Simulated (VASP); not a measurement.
Runs of VASP 6.6.1 on TiH. The structure is that of space group Fm-3m (No. 225), or close to it. The cells are those of the table. 

```csv
cell,gap on the mesh (eV),pressure (GPa)
"a = 3.051 Å, angles 60.0°, 2 atoms",none,-14.5
"a = 3.004 Å, angles 60.0°, 2 atoms",none,-9.8
"a = 2.980 Å, angles 60.0°, 2 atoms",none,(a)
"a = 2.879 Å, angles 60.0°, 2 atoms",none,8.6
"a = 2.930 Å, angles 60.0°, 2 atoms",none,(b)
```

Alike in all rows: task single point; level PBEsol; potentials or basis VASP PAW PBE potentials, release 64 (Ti_sv, H); no spin polarisation; k mesh 12 × 12 × 12; cutoff (eV) 520; smearing gaussian 0.1 eV.

Question: Estimate the missing entries.

Answer: (a) -7.0; (b) -0.1.

Caveats: the PAW data sets were made with another functional, which shifts forces and pressure a little.

A gap of «none» marks levels without a gap at the run's occupations.
